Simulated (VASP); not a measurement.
Write the native input for VASP 6.6.1 that does the following.

- Task: single point
- Functional: PBE
- Potentials or basis: VASP PAW PBE potentials, release 64 (Cu, Te)
- Cutoff: 520 eV
- k mesh: 6 × 6 × 6
- Occupations: fermi-dirac, width 0.2 eV
- Spin: no spin polarisation
- Dipole correction: no
- Further INCAR settings: ALGO = Normal; EDIFF = 1e-07; NBANDS = 28

The structure of Cu3Te lies in POSCAR:

```
Cu3Te
1.0
    3.8933221911      0.0000000000      0.0000000000
    0.0000000000      3.8933221911      0.0000000000
    0.0000000000      0.0000000000      3.8933221911
Cu Te
3 1
Direct
    0.0000000000      0.5000000000      0.5000000000
    0.5000000000      0.0000000000      0.5000000000
    0.5000000000      0.5000000000      0.0000000000
    0.0000000000      0.0000000000      0.0000000000
```

The input as run:

INCAR

```
PREC = Accurate
ENCUT = 520
EDIFF = 1E-7
ISMEAR = -1
SIGMA = 0.2
LREAL = F
LASPH = T
NELM = 100
ALGO = Normal
ISIF = 2
LWAVE = F
LCHARG = F
GGA = PE
NBANDS = 28
```

KPOINTS

```
Automatic mesh
0
Gamma
  6 6 6
```

Potentials or basis: VASP PAW PBE potentials, release 64 (Cu, Te).

Command:

```console
$ cat potpaw_PBE.64/Cu/POTCAR potpaw_PBE.64/Te/POTCAR > POTCAR
$ mpirun -np 1 vasp_std > vasp.out
```

It gave:

```json
{
  "Pressure": "5.7 GPa",
  "Band gap on the k mesh": "zero (an odd number of electrons rules out a gap without spin polarisation)"
}
```

Caveat: the cell stands under pressure; spin-orbit coupling is left out, which moves the levels of the heavy elements.

Run time: 72 s on 1 thread of AMD EPYC 7571 (shared host), peak memory 0.15 GiB.
